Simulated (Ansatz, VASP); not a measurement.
# Two plane-wave programs on K

```
CELL_PARAMETERS angstrom
0.00000 3.32386 3.32386
3.32386 0.00000 3.32386
3.32386 3.32386 0.00000
ATOMIC_POSITIONS crystal
K 0.00000 0.00000 0.00000
```

Alike in both runs: functional PBE; k mesh 12 × 12 × 12; occupations gaussian, width 0.1 eV; no spin polarisation.

Ansatz relaxed the structure, and its values are those at the end. VASP's run is a single point on that final structure, the one shown.

|  | VASP | Ansatz |
| --- | --- | --- |
| version | VASP 6.6.1 | Ansatz 0.2.0 |
| potentials or method | VASP PAW PBE potentials, release 64 (K_sv), cutoff 520 eV | scalar-relativistic, plane waves, PAW |
| valence electrons in the cell | 9 | 9 |

|  | VASP | Ansatz | Ansatz less VASP |
| --- | --- | --- | --- |
| gap on the k mesh at the Fermi level (eV) | none | none | - |
| pressure (GPa) | 0.0 | 0.0 | +0.01 |

A gap of «none» marks a metal or a gap that the smearing closes. With one functional, cell and mesh, what is left measures potentials, basis and numerics.
